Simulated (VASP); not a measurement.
Al, 1 atom in the cell. It takes space group Fm-3m (No. 225, cubic). Conventional cell: a = 3.264 Å, b = 3.264 Å, c = 3.264 Å, α = 90.00°, β = 90.00°, γ = 90.00°. Al (site symmetry m-3m) has 12 Al at 2.31 Å within 3.1 Å.  This cell differs from its parent crystal: volume scaled by 0.55.

| Quantity | Value |
| --- | --- |
| Program | VASP 6.6.1 |
| Task | single point |
| Functional | LDA |
| Potentials or basis | VASP PAW LDA potentials, release 64 (Al) |
| Cutoff | 520 eV |
| k mesh | 18 × 18 × 18 |
| Occupations | fermi-dirac, width 0.05 eV |
| Spin | no spin polarisation |
| Dipole correction | no |
| Further INCAR settings | ALGO = Normal; EDIFF = 1e-07; NBANDS = 8 |

Potentials or basis: VASP PAW LDA potentials, release 64 (Al).

Run with:

```sh
$ cat potpaw_LDA.64/Al/POTCAR > POTCAR
$ mpirun -np 1 vasp_std > vasp.out
```

Hardware: 1 thread of Intel Xeon 8259CL, on a shared host.

Estimate the wall time of this run.

Wall time 16 s on 1 thread of Intel Xeon 8259CL (shared host), peak memory 0.09 GiB. Counts: scf iterations 10, k points 195.
